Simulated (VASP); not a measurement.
# ZrS (I4/mmm) in VASP: a series of runs

Runs on ZrS. Level: PBEsol. Tasks: single point.

Everything below comes from runs of VASP 6.6.1. Logs are shortened: lines on timing, memory, paths and dates and some standing lists are left out, and cuts for length are marked.

### Step 1. The cell of the first run

The structure is tetragonal, space group I4/mmm (No. 139). Conventional cell: a = 3.657 Å, b = 3.657 Å, c = 5.093 Å, α = 90.00°, β = 90.00°, γ = 90.00°. Within 3.4 Å of Zr (site symmetry 4/mmm) lie 6 S at 2.55 to 2.59 Å. S (site symmetry 4/mmm) has 6 Zr at 2.55 to 2.59 Å within 3.4 Å.

### Step 2. Single point, PBEsol (strain -0.015 along x and y, -0.030 along z)

Contents of INCAR:

```
  PREC = Accurate
  ENCUT = 520
  EDIFF = 1E-6
  ISMEAR = 0
  SIGMA = 0.15
  LREAL = False
  LASPH = True
  NELM = 100
  ALGO = Normal
  ISIF = 2
  LWAVE = False
  LCHARG = False
  GGA = PS
  NBANDS = 16
```

Contents of KPOINTS:

```
regular mesh
0
Gamma
  16 16 16
```

Contents of POSCAR:

```
ZrS
1.0
    0.0000000000      2.5856250000      2.5462500000
    2.5856250000      0.0000000000      2.5462500000
    2.5856250000      2.5856250000      0.0000000000
Zr S
1 1
Direct
    0.0000000000      0.0000000000      0.0000000000
    0.5000000000      0.5000000000      0.5000000000
```

Potentials or basis: VASP PAW PBE potentials, release 64 (Zr_sv, S).

Run with:

```bash
$ cat potpaw_PBE.64/Zr_sv/POTCAR potpaw_PBE.64/S/POTCAR > POTCAR
$ mpirun -np 1 vasp_std > vasp.out
```

OUTCAR:

```text
PREC = Accurate
   ENCUT = 520
   EDIFF = 1E-6
   ISMEAR = 0
   LREAL = False
   LASPH = True
   NELM = 100
   ISIF = 2
   GGA = PS

 ion  position               nearest neighbor table
   1  0.000  0.000  0.000-   2 2.55   2 2.55   2 2.59   2 2.59   2 2.59   2 2.59
   2  0.500  0.500  0.500-   1 2.55   1 2.55   1 2.59   1 2.59   1 2.59   1 2.59

  LATTYP: Found a body centered tetragonal cell.
 ALAT       =     3.6566259422
 C/A-ratio  =     1.3926773152

  Lattice vectors:

 A1 = (   0.0000000000,  -2.5856250000,  -2.5462500000)
 A2 = (   0.0000000000,   2.5856250000,  -2.5462500000)
 A3 = (   2.5856250000,   0.0000000000,   2.5462500000)

Analysis of symmetry for initial positions (statically):
=====================================================================
 Subroutine PRICEL returns:
 Original cell was already a primitive cell.

 Routine SETGRP: Setting up the symmetry group for a
 body centered tetragonal supercell.

 Subroutine GETGRP returns: Found 16 space group operations
 (whereof 16 operations were pure point group operations)
 out of a pool of 16 trial point group operations.

The static configuration has the point symmetry D_4h.

Analysis of symmetry for dynamics (positions and initial velocities):
=====================================================================
 Subroutine PRICEL returns:
 Original cell was already a primitive cell.

 Routine SETGRP: Setting up the symmetry group for a
 body centered tetragonal supercell.

 Subroutine GETGRP returns: Found 16 space group operations
 (whereof 16 operations were pure point group operations)
 out of a pool of 16 trial point group operations.

The dynamic configuration has the point symmetry D_4h.

 Subroutine INISYM returns: Found 16 space group operations
 (whereof 16 operations are pure point group operations),
 and found     1 'primitive' translations

----------------------------------------------------------------------------------------

                                     Primitive cell

  volume of cell :      34.0457

  direct lattice vectors                    reciprocal lattice vectors
     0.000000000  2.585625000  2.546250000    -0.193376843  0.193376843  0.196367207
     2.585625000  0.000000000  2.546250000     0.193376843 -0.193376843  0.196367207
     2.585625000  2.585625000  0.000000000     0.193376843  0.193376843 -0.196367207

  length of vectors
     3.628890423  3.628890423  3.656625942     0.336673858  0.336673858  0.336673858

  position of ions in fractional coordinates (direct lattice)
     0.000000000  0.000000000  0.000000000
     0.500000000  0.500000000  0.500000000

  ion indices of the primitive-cell ions
   primitive index   ion index
                 1           1
                 2           2

----------------------------------------------------------------------------------------

 KPOINTS: regular mesh

Automatic generation of k-mesh.
 Grid dimensions read from file:
 generate k-points for:   16   16   16

 Generating k-lattice:

  Cartesian coordinates                     Fractional coordinates (reciprocal lattice)
    -0.012086053  0.012086053  0.012272950     0.062500000 -0.000000000  0.000000000
     0.012086053 -0.012086053  0.012272950    -0.000000000  0.062500000  0.000000000
     0.012086053  0.012086053 -0.012272950     0.000000000  0.000000000  0.062500000

  Length of vectors
     0.021042116  0.021042116  0.021042116

  Shift w.r.t. Gamma in fractional coordinates (k-lattice)
     0.000000000  0.000000000  0.000000000

 Subroutine IBZKPT returns following result:
 ===========================================

 Found    349 irreducible k-points:

 Following reciprocal coordinates:
            Coordinates               Weight
  0.000000  0.000000  0.000000      1.000000
  0.062500  0.000000  0.000000      8.000000
  0.125000  0.000000  0.000000      8.000000
  0.187500  0.000000  0.000000      8.000000
  0.250000  0.000000  0.000000      8.000000
  0.312500  0.000000  0.000000      8.000000
[... 16 lines left out ...]
 -0.125000  0.062500  0.000000      8.000000
 -0.062500  0.062500  0.000000      4.000000
 [... further k-points ...]
   k-points           NKPTS =    349   k-points in BZ     NKDIM =    349   number of bands    NBANDS=     16
   number of dos      NEDOS =    301   number of ions     NIONS =      2
   total plane-waves  NPLWV =  21952
   dimension x,y,z NGX =    28 NGY =   28 NGZ =   28
   dimension x,y,z NGXF=    56 NGYF=   56 NGZF=   56
   ions per type =               1   1
   NGX,Y,Z   is equivalent  to a cutoff of  12.83, 12.83, 12.73 a.u.
   NGXF,Y,Z  is equivalent  to a cutoff of  25.65, 25.65, 25.46 a.u.
 SYSTEM =  unknown system
   PREC   = accura    normal or accurate (medium, high low for compatibility)
   ISTART =      0    job   : 0-new  1-cont  2-samecut
   ICHARG =      2    charge: 1-file 2-atom 10-const
   ISPIN  =      1    spin polarized calculation?
   LNONCOLLINEAR =      F non collinear calculations
   LSORBIT =      F    spin-orbit coupling
   LASPH  =      T    aspherical Exc in radial PAW
   ENCUT  =  520.0 eV  38.22 Ry    6.18 a.u.   6.75  6.75  6.80*2*pi/ulx,y,z
   NELM   =    100;   NELMIN=  2; NELMDL= -5     # of ELM steps
   EDIFF  = 0.1E-05   stopping-criterion for ELM
   LREAL  =      F    real-space projection
   EDIFFG = 0.1E-04   stopping-criterion for IOM
   NSW    =      0    number of steps for IOM
   IBRION =     -1    ionic relax: 0-MD 1-quasi-New 2-CG
   NFREE  =      0    steps in history (QN), initial steepest desc. (CG)
   ISIF   =      2    stress and relaxation
   ISYM   =      2    0-nonsym 1-usesym 2-fastsym
   POTIM  = 0.5000    time-step for ionic-motion
   TEBEG  =    0.0;   TEEND  =   0.0 temperature during run
   PSTRESS=    0.0 pullay stress
   NELECT =      18.0000    total number of electrons
   NUPDOWN=      -1.0000    fix difference up-down
   EMIN   =  10.00;   EMAX   =-10.00  energy-range for DOS
   EFERMI =   0.00;   METHOD = LEGACY
   ISMEAR =     0;   SIGMA  =   0.15  broadening in eV -4-tet -1-fermi 0-gaus
   EFERMI_NEDOS =   21; number of points for ismear=-14 and -15
   IALGO  =     38    algorithm
   IMIX   =      4    mixing-type and parameters
     AMIX     =   0.40;   BMIX     =  1.00
     AMIX_MAG =   1.60;   BMIX_MAG =  1.00
  volume/ion in A,a.u.               =      17.02       114.88
  Fermi-wavevector in a.u.,A,eV,Ry     =   1.323767  2.501557 23.842301  1.752360
  Thomas-Fermi vector in A             =   2.453351
   LORBIT       =      0    0 simple, 1 ext, 2 COOP (PROOUT), +10 PAW based schemes
   GGA     = PS    functional components
   LHFCALC =     F    Hartree Fock is set to
   AEXX    =    0.0000 exact exchange contribution
   IVDW    =     0    specifies the selected vdW correction
   LEPSILON=     F    determine dielectric tensor
   LRPA    =     F    only Hartree local field effects (RPA)
 non-spin polarized calculation
 Gauss-broadening in eV      SIGMA  =   0.15
  energy-cutoff  :      520.00
  volume of cell :       34.05
 maximum number of plane-waves:       938
   NGX = 13   NGY = 13   NGZ = 13

 number of electron      17.9999999 magnetization

 Free energy of the ion-electron system (eV)
  ---------------------------------------------------
  ext. energy  EPLUGINS =         0.00000000
  ---------------------------------------------------
  free energy    TOTEN  =       -16.51148011 eV

  energy without entropy =      -16.49860563  energy(sigma->0) =      -16.50504287

 E-fermi :  11.3720     XC(G=0): -11.7539

 val. band max:       11.3676284674   @ k =  -0.2500   0.4375   0.1875
 cond. band min:      11.3757136082   @ k =  -0.3125   0.4375   0.2500
 fundamental gap:      0.0080851408
 Fermi energy:        11.3719852570

 k-point     1 :       0.0000    0.0000    0.0000
  band No.  band energies     occupation
      1     -38.3774      2.00000
      2     -16.3867      2.00000
      3     -16.3738      2.00000
      4     -16.3738      2.00000
      5      -4.7300      2.00000
      6       7.8284      2.00000
[... 8 lines left out ...]
     15      18.5074      0.00000
     16      24.1473      0.00000

 k-point     2 :       0.0625    0.0000    0.0000
  band No.  band energies     occupation
      1     -38.3761      2.00000
      2     -16.3991      2.00000
      3     -16.3809      2.00000
      4     -16.3754      2.00000
      5      -4.6726      2.00000
      6       7.4981      2.00000
[... 8 lines left out ...]
     15      18.6949      0.00000
     16      23.8399      0.00000

 k-point     3 :       0.1250    0.0000    0.0000
  band No.  band energies     occupation
      1     -38.3722      2.00000
      2     -16.4486      2.00000
      3     -16.3864      2.00000
      4     -16.3802      2.00000
      5      -4.5065      2.00000
      6       6.7415      2.00000
[... 8 lines left out ...]
     15      19.1913      0.00000
     16      23.0277      0.00000

 k-point     4 :       0.1875    0.0000    0.0000
  band No.  band energies     occupation
      1     -38.3664      2.00000
      2     -16.5237      2.00000
      3     -16.3922      2.00000
      4     -16.3873      2.00000
      5      -4.2486      2.00000
      6       5.8633      2.00000
[... 8 lines left out ...]
     15      19.6977      0.00000
     16      22.3536      0.00000
[... 324 lines left out ...]
 k-point    22 :      -0.1875    0.0625    0.0000
  band No.  band energies     occupation
      1     -38.3633      2.00000
      2     -16.5495      2.00000
      3     -16.4138      2.00000
      4     -16.3846      2.00000
      5      -4.1267      2.00000
      6       5.4444      2.00000
[... 8 lines left out ...]
     15      19.8554      0.00000
     16      21.1967      0.00000

 k-point    23 :      -0.1250    0.0625    0.0000
  band No.  band energies     occupation
      1     -38.3695      2.00000
      2     -16.4718      2.00000
      3     -16.4061      2.00000
      4     -16.3783      2.00000
      5      -4.3963      2.00000
      6       6.2333      2.00000
[... 8 lines left out ...]
     15      19.5132      0.00000
     16      22.0513      0.00000

 k-point    24 :      -0.0625    0.0625    0.0000
  band No.  band energies     occupation
      1     -38.3739      2.00000
      2     -16.4154      2.00000
      3     -16.3977      2.00000
      4     -16.3751      2.00000
      5      -4.5850      2.00000
      6       6.9682      2.00000
[... 8 lines left out ...]
     15      18.9832      0.00000
     16      23.0738      0.00000

 [... further k-points ...]
[... 5 lines left out ...]
  --------------------------------------------------------------------------------------
  -------------------------------------------------------------------------------------
  Total        0.0944824      0.0944824      1.2070553      0.0000000     -0.0000000      0.0000000
  in kB        4.4463078      4.4463078     56.8035696      0.0000000     -0.0000000      0.0000000
  external PRESSURE =      21.8987284 kB  Pullay stress =       0.0000000 kB

 VOLUME and BASIS-vectors are now :
 -----------------------------------------------------------------------------
  energy-cutoff  :      520.00
  volume of cell :       34.05
      direct lattice vectors                 reciprocal lattice vectors
     0.000000000  2.585625000  2.546250000    -0.193376843  0.193376843  0.196367207
     2.585625000  0.000000000  2.546250000     0.193376843 -0.193376843  0.196367207
     2.585625000  2.585625000  0.000000000     0.193376843  0.193376843 -0.196367207

 POSITION                                       TOTAL-FORCE (eV/Angst)
 -----------------------------------------------------------------------------------
      0.00000      0.00000      0.00000         0.000000      0.000000     -0.000000
      2.58562      2.58562      2.54625         0.000000     -0.000000      0.000000
 -----------------------------------------------------------------------------------
    total drift:                                0.000000      0.000000      0.000000

  FREE ENERGIE OF THE ION-ELECTRON SYSTEM (eV)
  ---------------------------------------------------
  free  energy   TOTEN  =       -16.5114801146 eV

  energy  without entropy=      -16.4986056285  energy(sigma->0) =      -16.50504287
```

It took 2.1 min on 1 thread of Intel Xeon Platinum 8259CL at 2.50GHz (Skylake/Cascade Lake), shared host; peak memory 0.3 GiB.

What came out:

- Free energy: -16.5115 eV
- Pressure: 2.2 GPa
- Band gap on the k mesh: zero (bands 9 and 10 overlap by 3.14 eV)

Caveat: the cell differs from its parent crystal (strain -0.015 along x and y, -0.030 along z); the PAW data sets were made with another functional, which shifts forces and pressure a little.

[end of part 1 of 2]
